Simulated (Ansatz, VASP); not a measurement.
PtS2 in VASP and in Ansatz

```
CELL_PARAMETERS angstrom
3.55262 0.00000 0.00000
-1.77631 3.07666 0.00000
0.00000 0.00000 5.12283
ATOMIC_POSITIONS crystal
Pt 0.00000 0.00000 0.00000
S 0.33333 0.66667 0.23925
S 0.66667 0.33333 0.76075
```

Alike in both runs: task single point; functional HSE06; k mesh 6 × 6 × 4; no spin polarisation.

|  | VASP | Ansatz |
| --- | --- | --- |
| version | VASP 6.6.1 | Ansatz 0.2.0 |
| potentials or method | VASP PAW PBE potentials, release 64 (Pt, S) | plane waves, PAW |
| plane-wave cutoff (eV) | 400 | 420 |
| occupations | gaussian, width 0.01 eV | fixed |
| valence electrons in the cell | 22 | 30 |

VASP gave:

* gap on the k mesh at the Fermi level (eV): 1.40
* pressure (GPa): -1.4
* traceless stress, the component that is largest in VASP (GPa): 0.92
* rms of the force components (eV/Å): 0.194

Estimate Ansatz's values.

gap on the k mesh at the Fermi level (eV): 1.42; pressure (GPa): -1.0; traceless stress, the component that is largest in VASP (GPa): 0.82; rms of the force components (eV/Å): 0.178.

Atom by atom the forces differ by 0.015 eV/Å (rms over components). VASP's potentials hold 22 valence electrons a cell and Ansatz's 30, so a difference there can come from the potentials and not from the codes. Ansatz's warnings: stress exchange threshold loose, stress scf threshold loose.

Spin-orbit coupling is off throughout.
